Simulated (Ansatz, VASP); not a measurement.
# Ag: VASP beside Ansatz

The input INCAR:

```
PREC     = Accurate       # precision mode
ENCUT    = 520            # plane-wave cutoff, eV
EDIFF    = 1E-7           # SCF threshold, eV
ISMEAR   = 0              # smearing method
SIGMA    = 0.1            # smearing width, eV
LREAL    = False          # projectors in reciprocal space
LASPH    = True           # aspherical terms in the spheres
NELM     = 80             # most SCF steps
ALGO     = Fast           # electronic algorithm
ISIF     = 2              # what is computed and relaxed
LWAVE    = False          # write WAVECAR
LCHARG   = False          # write CHGCAR
GGA      = PE             # functional
NBANDS   = 12             # bands
```

File KPOINTS:

```
regular mesh
0
Gamma
  18 18 18
```

POSCAR

```
Ag
1.0
    0.0000000000      2.0312592649      2.0312592649
    2.0312592649      0.0000000000      2.0312592649
    2.0312592649      2.0312592649      0.0000000000
Ag
1
Direct
    0.0000000000      0.0000000000      0.0000000000
```

Input for Ansatz:

```yaml
crystal:
  lattice:
    - [0.0, 2.0312592649, 2.0312592649]
    - [2.0312592649, 0.0, 2.0312592649]
    - [2.0312592649, 2.0312592649, 0.0]
  atoms:
    - { symbol: Ag, position: [0.0, 0.0, 0.0] }
basis:
  ecutwfc: 420
kpoints:
  mp_grid: { grid: [18, 18, 18] }
hamiltonian:
  xc: pbe
scf:
  occupations: { method: gaussian, width: 0.1 }
output:
  forces: true
  stress: true
  eigenvalues: true
```

Alike in both runs: task single point; functional PBE; k mesh 18 × 18 × 18; occupations gaussian, width 0.1 eV; no spin polarisation.

|  | VASP | Ansatz |
| --- | --- | --- |
| version | VASP 6.6.1 | Ansatz 0.2.0 |
| potentials or method | VASP PAW PBE potentials, release 64 (Ag), cutoff 520 eV | scalar-relativistic, plane waves, PAW |
| valence electrons in the cell | 11 | 19 |

```csv
,VASP,Ansatz,Ansatz less VASP
gap on the k mesh at the Fermi level (eV),none,none,-
pressure (GPa),6.7,6.8,+0.13
```

A gap of «none» marks a metal or a gap that the smearing closes. VASP's potentials hold 11 valence electrons a cell and Ansatz's 19, so a difference there can come from the potentials and not from the codes.
